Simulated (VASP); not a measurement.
# InSe (R3m) in VASP: single point with PBEsol

Aim: the single point of InSe with PBEsol.

All numbers are computed with VASP 6.6.1; they aren't measurements. Logs are shortened: lines on timing, memory, paths and dates and some standing lists are left out, and cuts for length are marked.

**What was measured.**

“The Interaction of Hydrogen with the van der Waals Crystal γ-InSe”, 2020, pmc:7321205 reports, for a bulk crystal of InSe at 300 K: band gap 1.25 eV.

The runs below are set against these values where they give the same quantity.

**1. The cell of the first run**

It takes space group R3m (No. 160, trigonal). The conventional cell has a = 4.011 Å, b = 4.011 Å, c = 25.389 Å, α = 90.00°, β = 90.00°, γ = 120.00°. In (site symmetry 3m) has 3 Se at 2.64 Å and 1 In at 2.78 Å within 3.5 Å. In (site symmetry 3m) has 3 Se at 2.64 Å and 1 In at 2.78 Å within 3.5 Å. Se (site symmetry 3m) has 3 In at 2.64 Å within 3.5 Å. Se (site symmetry 3m) has 3 In at 2.64 Å within 3.5 Å.

**2. Single point, PBEsol**

Contents of INCAR:

```
PREC = Accurate ; ENCUT = 520
EDIFF = 1E-6 ; ISMEAR = 0
SIGMA = 0.01 ; LREAL = False
LASPH = True ; NELM = 80
ALGO = Normal ; ISIF = 2
LWAVE = False ; LCHARG = False
GGA = PS ; NBANDS = 27
```

Contents of KPOINTS:

```
regular mesh
0
Gamma
  6 6 6
```

Contents of POSCAR:

```
InSe
1.0
    2.0054564872      1.1578508427      8.4630263699
   -2.0054564872      1.1578508427      8.4630263699
    0.0000000000     -2.3157016854      8.4630263699
In Se
2 2
Direct
    0.0009500642      0.0009500642      0.0009500642
    0.1103908462      0.1103908462      0.1103908462
    0.6173824045      0.6173824045      0.6173824045
    0.8272766851      0.8272766851      0.8272766851
```

Potentials or basis: VASP PAW PBE potentials, release 64 (In_d, Se).

The run is started by

```console
$ cat potpaw_PBE.64/In_d/POTCAR potpaw_PBE.64/Se/POTCAR > POTCAR
$ mpirun -np 1 vasp_std > vasp.out
```

OUTCAR:

```text
PREC = Accurate
   ENCUT = 520
   EDIFF = 1E-6
   ISMEAR = 0
   LREAL = False
   LASPH = True
   NELM = 80
   ISIF = 2
   GGA = PS

 ion  position               nearest neighbor table
   1  0.001  0.001  0.001-   3 2.64   3 2.64   3 2.64   2 2.78
   2  0.110  0.110  0.110-   4 2.64   4 2.64   4 2.64   1 2.78
   3  0.617  0.617  0.617-   1 2.64   1 2.64   1 2.64
   4  0.827  0.827  0.827-   2 2.64   2 2.64   2 2.64

  LATTYP: Found a trigonal (rhomboedric) cell.
 ALAT       =     8.7741261464
 COS(alpha) =     0.8955162541

  Lattice vectors:

 A1 = (   2.0054564872,   1.1578508427,   8.4630263699)
 A2 = (  -2.0054564872,   1.1578508427,   8.4630263699)
 A3 = (   0.0000000000,  -2.3157016854,   8.4630263699)

Analysis of symmetry for initial positions (statically):
=====================================================================
 Subroutine PRICEL returns:
 Original cell was already a primitive cell.

 Routine SETGRP: Setting up the symmetry group for a
 trigonal (rhombohedral) supercell.

 Subroutine GETGRP returns: Found  6 space group operations
 (whereof  6 operations were pure point group operations)
 out of a pool of 12 trial point group operations.

The static configuration has the point symmetry C_3v.

Analysis of symmetry for dynamics (positions and initial velocities):
=====================================================================
 Subroutine PRICEL returns:
 Original cell was already a primitive cell.

 Routine SETGRP: Setting up the symmetry group for a
 trigonal (rhombohedral) supercell.

 Subroutine GETGRP returns: Found  6 space group operations
 (whereof  6 operations were pure point group operations)
 out of a pool of 12 trial point group operations.

The dynamic configuration has the point symmetry C_3v.

 Subroutine INISYM returns: Found  6 space group operations
 (whereof  6 operations are pure point group operations),
 and found     1 'primitive' translations

----------------------------------------------------------------------------------------

                                     Primitive cell

  volume of cell :     117.9079

  direct lattice vectors                    reciprocal lattice vectors
     2.005456487  1.157850843  8.463026370     0.249319795  0.143944851  0.039387013
    -2.005456487  1.157850843  8.463026370    -0.249319795  0.143944851  0.039387013
     0.000000000 -2.315701685  8.463026370     0.000000000 -0.287889701  0.039387013

  length of vectors
     8.774126146  8.774126146  8.774126146     0.290571535  0.290571535  0.290571535

  position of ions in fractional coordinates (direct lattice)
     0.000950064  0.000950064  0.000950064
     0.110390846  0.110390846  0.110390846
     0.617382404  0.617382404  0.617382404
     0.827276685  0.827276685  0.827276685

  ion indices of the primitive-cell ions
   primitive index   ion index
                 1           1
                 2           2
                 3           3
                 4           4

----------------------------------------------------------------------------------------

 KPOINTS: regular mesh

Automatic generation of k-mesh.
 Grid dimensions read from file:
 generate k-points for:    6    6    6

 Generating k-lattice:

  Cartesian coordinates                     Fractional coordinates (reciprocal lattice)
     0.041553299  0.023990808  0.006564502     0.166666667  0.000000000  0.000000000
    -0.041553299  0.023990808  0.006564502     0.000000000  0.166666667  0.000000000
     0.000000000 -0.047981617  0.006564502     0.000000000  0.000000000  0.166666667

  Length of vectors
     0.048428589  0.048428589  0.048428589

  Shift w.r.t. Gamma in fractional coordinates (k-lattice)
     0.000000000  0.000000000  0.000000000

 Subroutine IBZKPT returns following result:
 ===========================================

 Found     32 irreducible k-points:

 Following reciprocal coordinates:
            Coordinates               Weight
  0.000000  0.000000  0.000000      1.000000
  0.166667 -0.000000  0.000000      6.000000
  0.333333 -0.000000  0.000000      6.000000
  0.500000  0.000000  0.000000      3.000000
  0.166667  0.166667  0.000000      6.000000
  0.333333  0.166667  0.000000     12.000000
[... 16 lines left out ...]
  0.500000  0.500000  0.166667      6.000000
 -0.333333  0.500000  0.166667     12.000000
 [... further k-points ...]
   k-points           NKPTS =     32   k-points in BZ     NKDIM =     32   number of bands    NBANDS=     27
   number of dos      NEDOS =    301   number of ions     NIONS =      4
   total plane-waves  NPLWV = 343000
   dimension x,y,z NGX =    70 NGY =   70 NGZ =   70
   dimension x,y,z NGXF=   140 NGYF=  140 NGZF=  140
   ions per type =               2   2
   NGX,Y,Z   is equivalent  to a cutoff of  13.26, 13.26, 13.26 a.u.
   NGXF,Y,Z  is equivalent  to a cutoff of  26.53, 26.53, 26.53 a.u.
 SYSTEM =  unknown system
   PREC   = accura    normal or accurate (medium, high low for compatibility)
   ISTART =      0    job   : 0-new  1-cont  2-samecut
   ICHARG =      2    charge: 1-file 2-atom 10-const
   ISPIN  =      1    spin polarized calculation?
   LNONCOLLINEAR =      F non collinear calculations
   LSORBIT =      F    spin-orbit coupling
   LASPH  =      T    aspherical Exc in radial PAW
   ENCUT  =  520.0 eV  38.22 Ry    6.18 a.u.  16.31 16.31 16.31*2*pi/ulx,y,z
   NELM   =     80;   NELMIN=  2; NELMDL= -5     # of ELM steps
   EDIFF  = 0.1E-05   stopping-criterion for ELM
   LREAL  =      F    real-space projection
   EDIFFG = 0.1E-04   stopping-criterion for IOM
   NSW    =      0    number of steps for IOM
   IBRION =     -1    ionic relax: 0-MD 1-quasi-New 2-CG
   NFREE  =      0    steps in history (QN), initial steepest desc. (CG)
   ISIF   =      2    stress and relaxation
   ISYM   =      2    0-nonsym 1-usesym 2-fastsym
   POTIM  = 0.5000    time-step for ionic-motion
   TEBEG  =    0.0;   TEEND  =   0.0 temperature during run
   PSTRESS=    0.0 pullay stress
   NELECT =      38.0000    total number of electrons
   NUPDOWN=      -1.0000    fix difference up-down
   EMIN   =  10.00;   EMAX   =-10.00  energy-range for DOS
   EFERMI =   0.00;   METHOD = LEGACY
   ISMEAR =     0;   SIGMA  =   0.01  broadening in eV -4-tet -1-fermi 0-gaus
   EFERMI_NEDOS =   21; number of points for ismear=-14 and -15
   IALGO  =     38    algorithm
   IMIX   =      4    mixing-type and parameters
     AMIX     =   0.40;   BMIX     =  1.00
     AMIX_MAG =   1.60;   BMIX_MAG =  1.00
  volume/ion in A,a.u.               =      29.48       198.92
  Fermi-wavevector in a.u.,A,eV,Ry     =   1.122419  2.121065 17.140958  1.259825
  Thomas-Fermi vector in A             =   2.259079
   LORBIT       =      0    0 simple, 1 ext, 2 COOP (PROOUT), +10 PAW based schemes
   GGA     = PS    functional components
   LHFCALC =     F    Hartree Fock is set to
   AEXX    =    0.0000 exact exchange contribution
   IVDW    =     0    specifies the selected vdW correction
   LEPSILON=     F    determine dielectric tensor
   LRPA    =     F    only Hartree local field effects (RPA)
 non-spin polarized calculation
 Gauss-broadening in eV      SIGMA  =   0.01
  energy-cutoff  :      520.00
  volume of cell :      117.91
 maximum number of plane-waves:      3205
 NGX is ok and might be reduce to    70
   NGX = 33   NGY = 33   NGZ = 33

 number of electron      38.0000004 magnetization

 Free energy of the ion-electron system (eV)
  ---------------------------------------------------
  ext. energy  EPLUGINS =         0.00000000
  ---------------------------------------------------
  free energy    TOTEN  =       -15.59231454 eV

  energy without entropy =      -15.59231454  energy(sigma->0) =      -15.59231454

 E-fermi :   3.9333     XC(G=0):  -9.0533

 val. band max:        3.8655814657   @ k =   0.5000   0.5000   0.5000
 cond. band min:       4.2359625982   @ k =   0.5000   0.5000   0.5000
 fundamental gap:      0.3703811326
 Fermi energy:         3.9332631203

 k-point     1 :       0.0000    0.0000    0.0000
  band No.  band energies     occupation
      1     -10.8616      2.00000
      2     -10.6637      2.00000
      3     -10.6637      2.00000
      4     -10.5752      2.00000
      5     -10.5752      2.00000
      6     -10.5654      2.00000
[... 19 lines left out ...]
     26       9.3365      0.00000
     27      11.1935      0.00000

 k-point     2 :       0.1667   -0.0000    0.0000
  band No.  band energies     occupation
      1     -10.8681      2.00000
      2     -10.7547      2.00000
      3     -10.6825      2.00000
      4     -10.6604      2.00000
      5     -10.5730      2.00000
      6     -10.5560      2.00000
[... 19 lines left out ...]
     26       9.8982      0.00000
     27      10.5579      0.00000

 k-point     3 :       0.3333   -0.0000    0.0000
  band No.  band energies     occupation
      1     -10.9498      2.00000
      2     -10.8293      2.00000
      3     -10.7996      2.00000
      4     -10.6599      2.00000
      5     -10.5879      2.00000
      6     -10.5180      2.00000
[... 19 lines left out ...]
     26      10.3935      0.00000
     27      11.1028      0.00000

 k-point     4 :       0.5000    0.0000    0.0000
  band No.  band energies     occupation
      1     -10.9996      2.00000
      2     -10.8865      2.00000
      3     -10.7970      2.00000
      4     -10.6614      2.00000
      5     -10.5951      2.00000
      6     -10.4994      2.00000
[... 19 lines left out ...]
     26      10.2751      0.00000
     27      10.8455      0.00000
[... 516 lines left out ...]
      4     -10.6730      2.00000
      5     -10.5812      2.00000
      6     -10.5116      2.00000
[... 19 lines left out ...]
     26      10.9159      0.00000
     27      11.4855      0.00000

 k-point    23 :       0.5000    0.5000    0.1667
  band No.  band energies     occupation
      1     -10.9415      2.00000
      2     -10.8401      2.00000
      3     -10.7974      2.00000
      4     -10.6602      2.00000
      5     -10.5878      2.00000
      6     -10.5178      2.00000
[... 19 lines left out ...]
     26      10.8176      0.00000
     27      11.1155      0.00000

 k-point    24 :      -0.3333    0.5000    0.1667
  band No.  band energies     occupation
      1     -10.9808      2.00000
      2     -10.8864      2.00000
      3     -10.7966      2.00000
      4     -10.6731      2.00000
      5     -10.5812      2.00000
      6     -10.5115      2.00000
[... 19 lines left out ...]
     26      10.9696      0.00000
     27      11.3604      0.00000

 [... further k-points ...]
[... 5 lines left out ...]
  --------------------------------------------------------------------------------------
  -------------------------------------------------------------------------------------
  Total        0.0381489      0.0381489     -0.0241894      0.0000000      0.0000000      0.0000000
  in kB        0.5183824      0.5183824     -0.3286944      0.0000000      0.0000000      0.0000000
  external PRESSURE =       0.2360235 kB  Pullay stress =       0.0000000 kB

 VOLUME and BASIS-vectors are now :
 -----------------------------------------------------------------------------
  energy-cutoff  :      520.00
  volume of cell :      117.91
      direct lattice vectors                 reciprocal lattice vectors
     2.005456487  1.157850843  8.463026370     0.249319795  0.143944851  0.039387013
    -2.005456487  1.157850843  8.463026370    -0.249319795  0.143944851  0.039387013
     0.000000000 -2.315701685  8.463026370     0.000000000 -0.287889701  0.039387013

 POSITION                                       TOTAL-FORCE (eV/Angst)
 -----------------------------------------------------------------------------------
      0.00000      0.00000      0.02412         0.000000     -0.000000      0.028766
      0.00000      0.00000      2.80272         0.000000      0.000000     -0.029089
      0.00000      0.00000     15.67477         0.000000      0.000000     -0.026549
      0.00000      0.00000     21.00379         0.000000      0.000000      0.026872
 -----------------------------------------------------------------------------------
    total drift:                               -0.000000      0.000000      0.000736

  FREE ENERGIE OF THE ION-ELECTRON SYSTEM (eV)
  ---------------------------------------------------
  free  energy   TOTEN  =       -15.5923145370 eV

  energy  without entropy=      -15.5923145370  energy(sigma->0) =      -15.59231454
```

It took 6.2 min on 1 thread of Intel Xeon Platinum 8488C (Sapphire Rapids), shared host; peak memory 0.67 GiB.

What came out:

* Free energy: -15.5923 eV
* Pressure: 0.0 GPa
* Largest force: 0.029 eV/Å
* Band gap on the k mesh: 0.37 eV, direct

Forces on the atoms (eV/Å):
```
In   0.000  0.000  0.029
In   0.000  0.000 -0.029
Se   0.000  0.000 -0.027
Se   0.000  0.000  0.027
```

Stress tensor (GPa, compression positive):
```
 0.05  0.00  0.00
 0.00  0.05  0.00
 0.00  0.00 -0.03
```

Levels at points of the mesh, in eV from the valence-band top:
| k point | band 15 | band 16 | band 17 | band 18 | band 19 | band 20 | band 21 | band 22 | band 23 | band 24 |
| --- | --- | --- | --- | --- | --- | --- | --- | --- | --- | --- |
| (0.00, 0.00, 0.00) | -1.50 | -1.26 | -1.26 | -1.19 | -1.19 | 1.61 | 2.01 | 4.32 | 4.32 | 5.27 |
| (0.50, 0.00, 0.00) | -3.46 | -2.34 | -2.28 | -2.22 | -1.68 | 1.16 | 1.92 | 3.62 | 3.92 | 4.72 |
| (0.50, 0.50, 0.00) | -3.24 | -2.60 | -2.46 | -2.02 | -1.53 | 1.17 | 1.91 | 3.27 | 3.57 | 4.33 |
| (0.50, 0.50, 0.50) | -1.33 | -1.33 | -1.10 | -1.10 | 0.00 | 0.37 | 2.07 | 4.24 | 4.24 | 5.59 |

Caveat: the PAW data sets were made with another functional, which shifts forces and pressure a little; spin-orbit coupling is left out, which moves the levels of the heavy elements.

**3. How close it comes**

Step 2. Measured gap of InSe: 1.25 eV (300 K; “The Interaction of Hydrogen with the van der Waals Crystal γ-InSe”, 2020, pmc:7321205). This calculation gives 0.37 eV (-0.88 eV). Spin-orbit coupling on In, Se is left out. The value is that of PBEsol on a finite k mesh, which can miss the band edges, without temperature or zero-point motion. Semilocal functionals fall short of measured gaps as a rule.
